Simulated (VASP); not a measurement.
# Ge in VASP: notebook, part 2 of 2

VASP 6.6.1. Earlier steps stand in the parts before.

**3. Single point, PBE+D3(BJ) (layers slid over each other)**

The input, INCAR:

```
PREC     = Accurate       # precision mode
ENCUT    = 520            # plane-wave cutoff, eV
EDIFF    = 1E-6           # SCF threshold, eV
ISMEAR   = 0              # smearing method
SIGMA    = 0.1            # smearing width, eV
LREAL    = False          # projectors in reciprocal space
LASPH    = True           # aspherical terms in the spheres
NELM     = 100            # most SCF steps
ALGO     = Normal         # electronic algorithm
ISIF     = 2              # what is computed and relaxed
LWAVE    = False          # write WAVECAR
LCHARG   = False          # write CHGCAR
LDIPOL   = True         
IDIPOL   = 3            
DIPOL    = 0.5 0.5 0.368
GGA      = PE             # functional
IVDW     = 12             # dispersion correction
NBANDS   = 36             # bands
```

The input, KPOINTS:

```
regular mesh
0
Gamma
  9 9 1
```

The input, POSCAR:

```
Ge
1.0
    4.0226895460      0.0000000000      0.0000000000
   -2.0113447730      3.4837513384      0.0000000000
    0.0000000000      0.0000000000     18.8685220369
Ge
4
Direct
    0.3333333333      0.6666666667      0.2747571330
    0.6666666667      0.3333333333      0.2384924474
    0.2222222222      0.7777777778      0.4965159443
    0.5555555556      0.4444444444      0.4602512588
```

Potentials or basis: VASP PAW PBE potentials, release 64 (Ge_d).

On the command line:

```bash
$ cat potpaw_PBE.64/Ge_d/POTCAR > POTCAR
$ mpirun -np 1 vasp_std > vasp.out
```

OUTCAR:

```text
PREC = Accurate
   ENCUT = 520
   EDIFF = 1E-6
   ISMEAR = 0
   LREAL = False
   LASPH = True
   NELM = 100
   ISIF = 2
   GGA = PE
   IVDW = 12
 IVDW          = 12

 ion  position               nearest neighbor table
   1  0.333  0.667  0.275-   2 2.42   2 2.42   2 2.42
   2  0.667  0.333  0.238-   1 2.42   1 2.42   1 2.42
   3  0.222  0.778  0.497-   4 2.42   4 2.42   4 2.42
   4  0.556  0.444  0.460-   3 2.42   3 2.42   3 2.42

  LATTYP: Found a hexagonal cell.
 ALAT       =     4.0226895460
 C/A-ratio  =     4.6905240440

  Lattice vectors:

 A1 = (   4.0226895460,   0.0000000000,   0.0000000000)
 A2 = (  -2.0113447730,   3.4837513384,   0.0000000000)
 A3 = (   0.0000000000,   0.0000000000,  18.8685220369)

Analysis of symmetry for initial positions (statically):
=====================================================================
 Subroutine PRICEL returns:
 Original cell was already a primitive cell.

 Routine SETGRP: Setting up the symmetry group for a
 hexagonal supercell.

 Subroutine GETGRP returns: Found  4 space group operations
 (whereof  2 operations were pure point group operations)
 out of a pool of 24 trial point group operations.

The static configuration has the point symmetry C_1h.
 The point group associated with its full space group is C_2h.

Analysis of symmetry for dynamics (positions and initial velocities):
=====================================================================
 Subroutine PRICEL returns:
 Original cell was already a primitive cell.

 Routine SETGRP: Setting up the symmetry group for a
 hexagonal supercell.

 Subroutine GETGRP returns: Found  4 space group operations
 (whereof  2 operations were pure point group operations)
 out of a pool of 24 trial point group operations.

The dynamic configuration has the point symmetry C_1h.
 The point group associated with its full space group is C_2h.

 Subroutine INISYM returns: Found  4 space group operations
 (whereof  2 operations are pure point group operations),
 and found     1 'primitive' translations

----------------------------------------------------------------------------------------

                                     Primitive cell

  volume of cell :     264.4244

  direct lattice vectors                    reciprocal lattice vectors
     4.022689546  0.000000000  0.000000000     0.248589902  0.143523447  0.000000000
    -2.011344773  3.483751338  0.000000000     0.000000000  0.287046894  0.000000000
     0.000000000  0.000000000 18.868522037     0.000000000  0.000000000  0.052998322

  length of vectors
     4.022689546  4.022689546 18.868522037     0.287046894  0.287046894  0.052998322

  position of ions in fractional coordinates (direct lattice)
     0.333333333  0.666666667  0.274757133
     0.666666667  0.333333333  0.238492447
     0.222222222  0.777777778  0.496515944
     0.555555556  0.444444444  0.460251259

  ion indices of the primitive-cell ions
   primitive index   ion index
                 1           1
                 2           2
                 3           3
                 4           4

----------------------------------------------------------------------------------------

 KPOINTS: regular mesh

Automatic generation of k-mesh.
 Grid dimensions read from file:
 generate k-points for:    9    9    1

 Generating k-lattice:
[... 43 lines left out ...]
   k-points           NKPTS =     25   k-points in BZ     NKDIM =     25   number of bands    NBANDS=     36
   number of dos      NEDOS =    301   number of ions     NIONS =      4
   total plane-waves  NPLWV = 126000
   dimension x,y,z NGX =    30 NGY =   30 NGZ =  140
   dimension x,y,z NGXF=    60 NGYF=   60 NGZF=  280
   ions per type =               4
   NGX,Y,Z   is equivalent  to a cutoff of  12.40, 12.40, 12.34 a.u.
   NGXF,Y,Z  is equivalent  to a cutoff of  24.80, 24.80, 24.67 a.u.
 SYSTEM =  unknown system
   PREC   = accura    normal or accurate (medium, high low for compatibility)
   ISTART =      0    job   : 0-new  1-cont  2-samecut
   ICHARG =      2    charge: 1-file 2-atom 10-const
   ISPIN  =      1    spin polarized calculation?
   LNONCOLLINEAR =      F non collinear calculations
   LSORBIT =      F    spin-orbit coupling
   LASPH  =      T    aspherical Exc in radial PAW
   ENCUT  =  520.0 eV  38.22 Ry    6.18 a.u.   7.48  7.48 35.08*2*pi/ulx,y,z
   NELM   =    100;   NELMIN=  2; NELMDL= -5     # of ELM steps
   EDIFF  = 0.1E-05   stopping-criterion for ELM
   LREAL  =      F    real-space projection
   EDIFFG = 0.1E-04   stopping-criterion for IOM
   NSW    =      0    number of steps for IOM
   IBRION =     -1    ionic relax: 0-MD 1-quasi-New 2-CG
   NFREE  =      0    steps in history (QN), initial steepest desc. (CG)
   ISIF   =      2    stress and relaxation
   ISYM   =      2    0-nonsym 1-usesym 2-fastsym
   POTIM  = 0.5000    time-step for ionic-motion
   TEBEG  =    0.0;   TEEND  =   0.0 temperature during run
   PSTRESS=    0.0 pullay stress
   NELECT =      56.0000    total number of electrons
   NUPDOWN=      -1.0000    fix difference up-down
   EMIN   =  10.00;   EMAX   =-10.00  energy-range for DOS
   EFERMI =   0.00;   METHOD = LEGACY
   ISMEAR =     0;   SIGMA  =   0.10  broadening in eV -4-tet -1-fermi 0-gaus
   EFERMI_NEDOS =   21; number of points for ismear=-14 and -15
   IALGO  =     38    algorithm
   IMIX   =      4    mixing-type and parameters
     AMIX     =   0.40;   BMIX     =  1.00
     AMIX_MAG =   1.60;   BMIX_MAG =  1.00
  volume/ion in A,a.u.               =      66.11       446.11
  Fermi-wavevector in a.u.,A,eV,Ry     =   0.975821  1.844035 12.955840  0.952227
  Thomas-Fermi vector in A             =   2.106391
   LORBIT       =      0    0 simple, 1 ext, 2 COOP (PROOUT), +10 PAW based schemes
   GGA     = PE    functional components
   LHFCALC =     F    Hartree Fock is set to
   AEXX    =    0.0000 exact exchange contribution
   IVDW    =    12    specifies the selected vdW correction
   LEPSILON=     F    determine dielectric tensor
   LRPA    =     F    only Hartree local field effects (RPA)
 non-spin polarized calculation
 Gauss-broadening in eV      SIGMA  =   0.10
  energy-cutoff  :      520.00
  volume of cell :      264.42
 maximum number of plane-waves:      7165
 NGX is ok and might be reduce to    30
   NGX = 15   NGY = 15   NGZ = 71

 dipolmoment           0.000000      0.000000      0.000000 electrons x Angstroem

 number of electron      55.9999981 magnetization

 dipolmoment           0.000000      0.000000     -0.000004 electrons x Angstroem

 Free energy of the ion-electron system (eV)
  ---------------------------------------------------
  ext. energy  EPLUGINS =         0.00000000
  ---------------------------------------------------
  free energy    TOTEN  =       -16.19846285 eV

  energy without entropy =      -16.19739398  energy(sigma->0) =      -16.19792842

 E-fermi :  -1.4071     XC(G=0):  -4.3526

 val. band max:       -1.5537832202   @ k =  -0.2222  -0.4444   0.0000
 cond. band min:      -1.2670482848   @ k =   0.4444   0.4444   0.0000
 fundamental gap:      0.2867349355
 Fermi energy:        -1.4071246291

 k-point     1 :       0.0000    0.0000    0.0000
  band No.  band energies     occupation
      1     -25.8862      2.00000
      2     -25.8861      2.00000
      3     -25.8858      2.00000
      4     -25.8857      2.00000
      5     -25.8420      2.00000
      6     -25.8405      2.00000
[... 925 lines left out ...]
     35       4.4605      0.00000
     36       5.3834      0.00000

 [... further k-points ...]

------------------------ aborting loop because EDIFF is reached ----------------------------------------

 vacuum level on the upper side and lower side of the slab       (xc-potential included)        -0.104        -0.103

 Edisp (eV)   -0.85060

 E8    (eV) :    -0.3925

  FORCE on cell =-STRESS in cart. coord.  units (eV):
  Direction    XX          YY          ZZ          XY          YZ          ZX
  --------------------------------------------------------------------------------------
  -------------------------------------------------------------------------------------
  Total      -0.16867    -0.14833    -0.59278     0.01761     0.23122    -0.40049
  in kB      -1.02200    -0.89877    -3.59171     0.10672     1.40099    -2.42659
  external pressure =       -1.84 kB  Pullay stress =        0.00 kB

 VOLUME and BASIS-vectors are now :
 -----------------------------------------------------------------------------
  energy-cutoff  :      520.00
  volume of cell :      264.42
      direct lattice vectors                 reciprocal lattice vectors
     4.022689546  0.000000000  0.000000000     0.248589902  0.143523447  0.000000000
    -2.011344773  3.483751338  0.000000000     0.000000000  0.287046894  0.000000000
     0.000000000  0.000000000 18.868522037     0.000000000  0.000000000  0.052998322

 POSITION                                       TOTAL-FORCE (eV/Angst)
 -----------------------------------------------------------------------------------
     -0.00000      2.32250      5.18426         0.086467     -0.049922      0.218269
      2.01134      1.16125      4.50000         0.020024     -0.011561     -0.044609
     -0.67045      2.70958      9.36852        -0.020024      0.011561      0.044609
      1.34090      1.54833      8.68426        -0.086467      0.049922     -0.218269
 -----------------------------------------------------------------------------------
    total drift:                                0.000004     -0.000004      0.000023

  FREE ENERGIE OF THE ION-ELECTRON SYSTEM (eV)
  ---------------------------------------------------
  free  energy   TOTEN  =       -17.0490677228 eV

  energy  without entropy=      -17.0479988555  energy(sigma->0) =      -17.04853329

 vacuum level on the upper side and lower side of the slab         3.046         3.046
```

It took 3.1 min on 1 thread of Intel Xeon 6975P-C (Granite Rapids), shared host; peak memory 0.44 GiB.

Results:

* Free energy: -17.0491 eV
* Largest force: 0.240 eV/Å
* Band gap on the k mesh: 0.29 eV (least direct gap 0.41 eV)
* Dispersion energy per atom: -0.213 eV

Forces in eV/Å, atoms in the order of the input:
```
Ge   0.086 -0.050  0.218
Ge   0.020 -0.012 -0.045
Ge  -0.020  0.012  0.045
Ge  -0.086  0.050 -0.218
```

Caveat: the cell differs from its parent crystal (layers slid over each other).

**4. Single point, PBE+D3(BJ) (layers slid over each other)**

The input, INCAR:

```
PREC = Accurate ; ENCUT = 520
EDIFF = 1E-7 ; ISMEAR = 0
SIGMA = 0.1 ; LREAL = F
LASPH = T ; NELM = 100
ALGO = Normal ; ISIF = 2
LWAVE = F ; LCHARG = F
LDIPOL = T ; IDIPOL = 3
DIPOL = 0.5 0.5 0.399 ; GGA = PE
IVDW = 12 ; NBANDS = 36
```

KPOINTS is that of step 3.

POSCAR, as its differences from that of step 3:

```diff
@@ -10,3 +10,3 @@
     0.6666666667      0.3333333333      0.2384924474
-    0.2222222222      0.7777777778      0.4965159443
-    0.5555555556      0.4444444444      0.4602512588
+    0.4444444444      0.5555555556      0.5601139303
+    0.7777777778      0.2222222222      0.5238492447
```

On the command line:

```bash
$ cat potpaw_PBE.64/Ge_d/POTCAR > POTCAR
$ mpirun -np 1 vasp_std > vasp.out
```

Run time: 13 min. Hardware: 1 thread of Intel Xeon 8259CL, shared host; peak memory 0.45 GiB.

The run converged. Its results:

| Item | Value |
| --- | --- |
| Free energy | -16.8831 eV |
| Largest force | 0.074 eV/Å |
| Band gap on the k mesh | 0.20 eV |
| Dispersion energy per atom | -0.180 eV |

Forces in eV/Å, atoms in the order of the input:
```
Ge   0.001 -0.001  0.074
Ge  -0.002  0.001  0.020
Ge   0.002 -0.001 -0.020
Ge  -0.001  0.001 -0.074
```

Levels at points of the mesh, in eV from the valence-band top:
```csv
k point,band 24,band 25,band 26,band 27,band 28,band 29,band 30,band 31,band 32,band 33
"(0.00, 0.00, 0.00)",-3.30,-0.35,-0.35,-0.35,-0.34,0.63,0.72,2.09,3.05,4.00
```

Caveat: the cell differs from its parent crystal (layers slid over each other).

**5. The runs side by side**

```tsv
cell	gap on the mesh (eV)	largest force (eV/Å)
as given, atomic positions A	0.47	0.17
as given, atomic positions B	0.29	0.24
as given, atomic positions C	0.20	0.07
```

Alike in all rows: task single point; level PBE+D3(BJ); potentials or basis VASP PAW PBE potentials, release 64 (Ge_d); no spin polarisation; k mesh 9 × 9 × 1; cutoff (eV) 520; smearing gaussian 0.1 eV.

Total energies depend on the potentials used, so only differences within one code and one set of settings carry meaning.
